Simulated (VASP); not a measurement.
# MnH4 (C2/m) in VASP: single point with PBE

Aim: the single point of MnH4 with PBE.

Program: VASP 6.6.1. These are calculated values, not measurements. Logs are shortened: lines on timing, memory, paths and dates and some standing lists are left out, and cuts for length are marked.

### 1 The cell of the first run

The structure is monoclinic, space group C2/m (No. 12). The conventional cell has a = 4.369 Å, b = 2.540 Å, c = 8.162 Å, α = 90.00°, β = 96.73°, γ = 90.00°. Mn (site symmetry 2/m) has 6 H at 1.76 Å within 2.3 Å. Within 2.3 Å of H (site symmetry m) lie 3 Mn at 1.76 Å. H (site symmetry m) has 1 H at 0.75 Å within 1.0 Å.

### 2 Single point, PBE, collinear spin, ferromagnetic start

INCAR

```
SYSTEM = MnH4
ALGO = Normal
EDIFF = 1E-6
ENCUT = 520
GGA = PE
ISIF = 2
ISMEAR = 0
ISPIN = 2
LASPH = .TRUE.
LCHARG = .FALSE.
LMAXMIX = 4
LORBIT = 11
LREAL = .FALSE.
LWAVE = .FALSE.
MAGMOM = 4 0 0 0 0
NBANDS = 20
NELM = 150
PREC = Accurate
SIGMA = 0.15
```

KPOINTS

```
k-points
0
G
  5 5 2
  0 0 0
```

POSCAR

```
MnH4
1.0
    2.1844488093     -1.2699325267     -0.0104341478
    2.1844488093      1.2699325267     -0.0104341478
   -0.9181494647      0.0000000000      8.1106065876
Mn H
1 4
Direct
    0.0000000000      0.0000000000      0.0000000000
    0.6396055347      0.6396055347      0.8791191946
    0.0718793394      0.0718793394      0.5296200836
    0.9281206606      0.9281206606      0.4703799164
    0.3603944653      0.3603944653      0.1208808054
```

Potentials or basis: VASP PAW PBE potentials, release 64 (Mn_pv, H).

Command:

```console
$ cat potpaw_PBE.64/Mn_pv/POTCAR potpaw_PBE.64/H/POTCAR > POTCAR
$ mpirun -np 1 vasp_std > vasp.out
```

OUTCAR:

```text
SYSTEM = MnH4
   EDIFF = 1E-6
   ENCUT = 520
   GGA = PE
   ISIF = 2
   ISMEAR = 0
   ISPIN = 2
   LASPH = .TRUE.
   LORBIT = 11
   LREAL = .FALSE.
   NELM = 150
   PREC = Accurate

 ion  position               nearest neighbor table
   1  0.000  0.000  0.000-   2 1.76   5 1.76   2 1.76   2 1.76   5 1.76   5 1.76
   2  0.640  0.640  0.879-   1 1.76   1 1.76   1 1.76
   3  0.072  0.072  0.530-   4 0.75
   4  0.928  0.928  0.470-   3 0.75
   5  0.360  0.360  0.121-   1 1.76   1 1.76   1 1.76

  LATTYP: Found a base centered monoclinic cell.
 ALAT       =     4.3689474576
 B/A-ratio  =     0.5813448383
 C/A-ratio  =     1.8682783712
 COS(beta)  =    -0.1172300010

  Lattice vectors:

 A1 = (   2.1844488093,  -1.2699325267,  -0.0104341478)
 A2 = (   2.1844488093,   1.2699325267,  -0.0104341478)
 A3 = (  -0.9181494647,   0.0000000000,   8.1106065876)

Analysis of symmetry for initial positions (statically):
=====================================================================
 Subroutine PRICEL returns:
 Original cell was already a primitive cell.

 Routine SETGRP: Setting up the symmetry group for a
 base centered monoclinic supercell.

 Subroutine GETGRP returns: Found  4 space group operations
 (whereof  4 operations were pure point group operations)
 out of a pool of  4 trial point group operations.

The static configuration has the point symmetry C_2h.

Analysis of symmetry for dynamics (positions and initial velocities):
=====================================================================
 Subroutine PRICEL returns:
 Original cell was already a primitive cell.

 Routine SETGRP: Setting up the symmetry group for a
 base centered monoclinic supercell.

 Subroutine GETGRP returns: Found  4 space group operations
 (whereof  4 operations were pure point group operations)
 out of a pool of  4 trial point group operations.

The dynamic configuration has the point symmetry C_2h.

Analysis of structural, dynamic, and magnetic symmetry:
=====================================================================
 Subroutine PRICEL returns:
 Original cell was already a primitive cell.

 Routine SETGRP: Setting up the symmetry group for a
 base centered monoclinic supercell.

 Subroutine GETGRP returns: Found  4 space group operations
 (whereof  4 operations were pure point group operations)
 out of a pool of  4 trial point group operations.

The overall configuration has the point symmetry C_2h.

[... 126 lines left out ...]
   LEPSILON=     F    determine dielectric tensor
   LRPA    =     F    only Hartree local field effects (RPA)
 spin polarized calculation
 Gauss-broadening in eV      SIGMA  =   0.15
  energy-cutoff  :      520.00
  volume of cell :       44.97
 maximum number of plane-waves:      1226
   NGX =  9   NGY =  9   NGZ = 31

 number of electron      17.0000002 magnetization       2.3168178

 Free energy of the ion-electron system (eV)
  ---------------------------------------------------
  ext. energy  EPLUGINS =         0.00000000
  ---------------------------------------------------
  free energy    TOTEN  =       -22.15257761 eV

  energy without entropy =      -22.12092871  energy(sigma->0) =      -22.13675316

 E-fermi :   0.6689     XC(G=0):  -8.1320

 val. band max:        0.6658518750   @ k =  -0.2000   0.2000   0.0000
 cond. band min:       0.6882530039   @ k =   0.4000   0.2000   0.5000
 fundamental gap:      0.0224011289
 Fermi energy:         0.6689460193

 spin component 1

 k-point     1 :       0.0000    0.0000    0.0000
  band No.  band energies     occupation
      1     -48.8144      1.00000
      2     -48.3510      1.00000
      3     -48.3384      1.00000
      4      -9.0705      1.00000
      5      -7.1270      1.00000
      6      -4.7020      1.00000
[... 390 lines left out ...]
      6      -3.4207      1.00000
[... 12 lines left out ...]
     19      13.4052      0.00000
     20      17.2085      0.00000
 Fermi energy:         0.6689460193

 spin component 2

 k-point     1 :       0.0000    0.0000    0.0000
  band No.  band energies     occupation
      1     -46.1248      1.00000
      2     -46.1203      1.00000
      3     -45.8873      1.00000
      4      -8.7949      1.00000
      5      -7.1184      1.00000
      6      -4.5745      1.00000
[... 403 lines left out ...]
     19      13.8121      0.00000
     20      17.3997      0.00000

------------------------ aborting loop because EDIFF is reached ----------------------------------------

  FORCE on cell =-STRESS in cart. coord.  units (eV):
  Direction    XX          YY          ZZ          XY          YZ          ZX
  --------------------------------------------------------------------------------------
  -------------------------------------------------------------------------------------
  Total        1.2916525      1.1169661      0.1347630      0.0000000      0.0000000      0.0025180
  in kB       46.0135059     39.7905224      4.8007637      0.0000000      0.0000000      0.0896989
  external PRESSURE =      30.2015973 kB  Pullay stress =       0.0000000 kB

 VOLUME and BASIS-vectors are now :
 -----------------------------------------------------------------------------
  energy-cutoff  :      520.00
  volume of cell :       44.97
      direct lattice vectors                 reciprocal lattice vectors
     2.184448809 -1.269932527 -0.010434148     0.229014526 -0.393721705  0.025925257
     2.184448809  1.269932527 -0.010434148     0.229014526  0.393721705  0.025925257
    -0.918149465  0.000000000  8.110606588     0.000589246  0.000000000  0.123362045

 POSITION                                       TOTAL-FORCE (eV/Angst)
 -----------------------------------------------------------------------------------
      0.00000      0.00000      0.00000         0.000000      0.000000      0.000000
      1.98721      0.00000      7.11684        -0.004126     -0.000000     -0.072239
     -0.17224      0.00000      4.29404        -0.003169     -0.000000      0.000288
      3.62299      0.00000      3.79570         0.003169     -0.000000     -0.000288
      1.46354      0.00000      0.97290         0.004126     -0.000000      0.072239
 -----------------------------------------------------------------------------------
    total drift:                                0.000000     -0.000000     -0.000000

  FREE ENERGIE OF THE ION-ELECTRON SYSTEM (eV)
  ---------------------------------------------------
  free  energy   TOTEN  =       -22.1525776103 eV

  energy  without entropy=      -22.1209287137  energy(sigma->0) =      -22.13675316

 total charge

# of ion       s       p       d       tot
------------------------------------------
    1        0.341   6.378   5.164  11.883
    2        0.548   0.020   0.000   0.568
    3        0.615   0.030   0.000   0.645
    4        0.615   0.030   0.000   0.645
    5        0.548   0.020   0.000   0.568
--------------------------------------------------
tot          2.667   6.479   5.164  14.310

 magnetization (x)

# of ion       s       p       d       tot
------------------------------------------
    1        0.016   0.018   2.262   2.296
    2       -0.031   0.004   0.000  -0.027
    3        0.000   0.000   0.000   0.000
    4        0.000   0.000   0.000   0.000
    5       -0.031   0.004   0.000  -0.027
--------------------------------------------------
tot         -0.046   0.026   2.262   2.243
```

OSZICAR:

```text
N       E                     dE             d eps       ncg     rms          rms(c)
DAV:   1     0.121634107300E+03    0.12163E+03   -0.93397E+03  1480   0.816E+02
DAV:   2    -0.185612311945E+02   -0.14020E+03   -0.13193E+03  1476   0.255E+02
DAV:   3    -0.238062605175E+02   -0.52450E+01   -0.52068E+01  1656   0.565E+01
DAV:   4    -0.238625125881E+02   -0.56252E-01   -0.56242E-01  1604   0.575E+00
DAV:   5    -0.238637227497E+02   -0.12102E-02   -0.12102E-02  1644   0.800E-01    0.187E+01
DAV:   6    -0.223011120328E+02    0.15626E+01   -0.45680E+00  1608   0.274E+01    0.827E+00
DAV:   7    -0.222096949787E+02    0.91417E-01   -0.85995E-01  1568   0.102E+01    0.554E+00
DAV:   8    -0.221699586215E+02    0.39736E-01   -0.87641E-02  1600   0.204E+00    0.224E+00
DAV:   9    -0.221501619223E+02    0.19797E-01   -0.44529E-02  1592   0.209E+00    0.740E-01
DAV:  10    -0.221516799059E+02   -0.15180E-02   -0.87299E-03  1528   0.766E-01    0.281E-01
DAV:  11    -0.221523067802E+02   -0.62687E-03   -0.11544E-03  1608   0.238E-01    0.142E-01
DAV:  12    -0.221524673718E+02   -0.16059E-03   -0.20917E-04  1608   0.106E-01    0.801E-02
DAV:  13    -0.221526116343E+02   -0.14426E-03   -0.25531E-04  1592   0.126E-01    0.412E-02
DAV:  14    -0.221525977253E+02    0.13909E-04   -0.72741E-05  1664   0.719E-02    0.235E-02
DAV:  15    -0.221525801835E+02    0.17542E-04   -0.16949E-05  1668   0.345E-02    0.134E-02
DAV:  16    -0.221525770629E+02    0.31206E-05   -0.93119E-06  1676   0.223E-02    0.619E-03
DAV:  17    -0.221525776103E+02   -0.54731E-06   -0.17962E-06  1572   0.883E-03
   1 F= -.22152578E+02 E0= -.22136753E+02  d E =-.316489E-01  mag=     2.3168
```

stdout:

```text
POSCAR found type information on POSCAR MnH
 POSCAR found :  2 types and       5 ions
 scaLAPACK will be used
 LDA part: xc-table for (Slater+PW92), standard interpolation
 POSCAR, INCAR and KPOINTS ok, starting setup
 FFT: planning ... GRIDC
 FFT: planning ... GRID_SOFT
 FFT: planning ... GRID
 WAVECAR not read
 entering main loop
```

Run time: 30 s. Hardware: 1 thread of Intel Xeon Platinum 8488C (Sapphire Rapids), shared host; peak memory 0.18 GiB.

Results:

```yaml
Free_energy: -22.1526 eV
Pressure: 3.0 GPa
Largest_force: 0.072 eV/Å
Net_moment: 2.32 μB per cell
Site_moments: Mn +2.30; H -0.03, +0.00 μB
Valence_electrons_inside_the_program's_atomic_spheres: Mn 11.88; H 0.57, 0.65
```

Forces in eV/Å, atoms in the order of the input:
```
Mn   0.000  0.000  0.000
H   -0.004  0.000 -0.072
H   -0.003  0.000  0.000
H    0.003  0.000  0.000
H    0.004  0.000  0.072
```

Caveat: the k points lie up to 0.57 Å⁻¹ apart.
